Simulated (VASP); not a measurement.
A run of VASP 6.6.1 is set up as follows.

File INCAR:

```
SYSTEM = Al2Cu
ALGO = Normal
EDIFF = 1E-6
ENCUT = 520
GGA = PS
ISIF = 2
ISMEAR = 0
LASPH = .True.
LCHARG = .True.
LELF = .True.
LREAL = .False.
LVHAR = .True.
LWAVE = .False.
NBANDS = 16
NELM = 60
PREC = Accurate
SIGMA = 0.1
```

The input KPOINTS:

```
k-points
0
Gamma
  6 6 4
  0 0 0
```

Contents of POSCAR:

```
Al2Cu
1.0
    4.5284945996      0.0000000000      0.0000000000
   -2.2642472998      3.9217913642      0.0000000000
    0.0000000000      0.0000000000      2.5727681990
Cu Al
1 2
Direct
    0.0000000000      0.0000000000      0.0000000000
    0.3333333333      0.6666666667      0.5000000000
    0.6666666667      0.3333333333      0.5000000000
```

Potentials or basis: VASP PAW PBE potentials, release 64 (Cu, Al).

Run with:

```sh
$ cat potpaw_PBE.64/Cu/POTCAR potpaw_PBE.64/Al/POTCAR > POTCAR
$ mpirun -np 1 vasp_std > vasp.out
```

Q: Estimate the band gap on the k mesh.

A: Zero (an odd number of electrons rules out a gap without spin polarisation).

Q: Estimate the pressure.

A: 0.4 GPa.

Caveat: the k points lie up to 0.61 Å⁻¹ apart, too coarse for converged energies and pressures of a metal; the PAW data sets were made with another functional, which shifts forces and pressure a little.
